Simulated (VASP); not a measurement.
Cr:

```xyz
2
Lattice="2.7140 0.0000 0.0000 -1.3570 2.3504 0.0000 0.0000 0.0000 4.4100" Properties=species:S:1:pos:R:3 pbc="T T T"
Cr    1.3570    0.7835    3.3075
Cr    0.0000    1.5669    1.1025
```

Program: VASP 6.6.1. Alike in all runs: task single point; cell as given; cutoff (eV) 520; smearing fermi-dirac 0.05 eV.

Problem. Order these runs on this cell by their pressure, lowest first.
A. level PBE; potentials or basis VASP PAW PBE potentials, release 64 (Cr_pv); spin collinear, antiferromagnetic start; k mesh 11 × 11 × 6
B. level PBE; potentials or basis VASP PAW PBE potentials, release 64 (Cr_pv); spin collinear, ferromagnetic start; fixed moment (μB) 12.0; k mesh 9 × 9 × 5
C. level LDA; potentials or basis VASP PAW LDA potentials, release 64 (Cr_pv); spin collinear, ferromagnetic start; k mesh 11 × 11 × 6
D. level PBE; potentials or basis VASP PAW PBE potentials, release 64 (Cr_pv); spin collinear, ferromagnetic start; fixed moment (μB) 6.0; k mesh 9 × 9 × 5
E. level PBEsol; potentials or basis VASP PAW PBE potentials, release 64 (Cr_pv); spin collinear, ferromagnetic start; k mesh 11 × 11 × 6

Solution. C (-38.9 GPa), E (-32.1 GPa), A (-12.1 GPa), D (7.0 GPa), B (106.2 GPa).

Caveats: the total moment is fixed, so each spin has its own Fermi level (some runs); the PAW data sets were made with another functional, which shifts forces and pressure a little (some runs).
